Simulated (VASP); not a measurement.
## W: single point with LDA

The system is W.

```
CELL_PARAMETERS angstrom
-0.14899 1.98648 2.13546
1.83749 0.00000 1.98648
1.98648 1.98648 -0.14899
ATOMIC_POSITIONS crystal
W 0.00000 0.00000 0.00000
```

This cell differs from its parent crystal: engineering shear strain xz -0.1500, normal strain along z +0.0750.

```yaml
Program: VASP 6.6.1
Task: single point
Functional: LDA
Potentials_or_basis: VASP PAW LDA potentials, release 64 (W_sv)
Cutoff: 520 eV
k_mesh: 20 × 20 × 20
Occupations: gaussian, width 0.15 eV
Spin: no spin polarisation
Dipole_correction: no
Further_INCAR_settings: ALGO = Fast; EDIFF = 1e-06; NBANDS = 13
```

- Pressure: -14.4 GPa
- Band gap on the k mesh: zero (bands 7 and 8 overlap by 4.28 eV)

Stress tensor (GPa, compression positive):
```
-18.51   0.00   2.42
  0.00 -12.55   0.00
  2.42   0.00 -12.05
```

Levels at points of the mesh, in eV from the Fermi level:
| k point | band 3 | band 4 | band 5 | band 6 | band 7 | band 8 | band 9 | band 10 | band 11 | band 12 |
| --- | --- | --- | --- | --- | --- | --- | --- | --- | --- | --- |
| (0.00, 0.00, 0.00) | -37.48 | -37.23 | -9.03 | -2.19 | -1.03 | 0.49 | 1.80 | 3.01 | 12.60 | 15.50 |
| (0.50, 0.00, 0.00) | -37.56 | -37.37 | -5.84 | -1.64 | -0.16 | 0.17 | 3.13 | 5.08 | 9.16 | 12.87 |
| (0.00, 0.50, 0.00) | -37.81 | -37.60 | -5.61 | -2.44 | -0.09 | 1.26 | 4.16 | 5.41 | 10.95 | 11.73 |
| (0.50, 0.50, 0.00) | -37.76 | -37.74 | -5.63 | -4.55 | 2.06 | 4.03 | 4.93 | 5.47 | 11.80 | 12.06 |
| (0.50, 0.00, 0.50) | -38.14 | -37.56 | -5.58 | -4.74 | 3.25 | 4.54 | 4.79 | 5.91 | 8.91 | 12.83 |
| (0.00, 0.50, 0.50) | -37.96 | -37.86 | -5.56 | -4.68 | 3.25 | 3.43 | 5.66 | 5.73 | 10.76 | 11.51 |

It took 9.6 min on 1 thread of AMD EPYC 7R43 64-Core Processor (Zen 3), on a shared host, peak memory 0.45 GiB.

Caveat: the cell differs from its parent crystal (engineering shear strain xz -0.1500, normal strain along z +0.0750); the stress differs along the axes, from -19 to -12 GPa; spin-orbit coupling is left out, which moves the levels of the heavy elements.
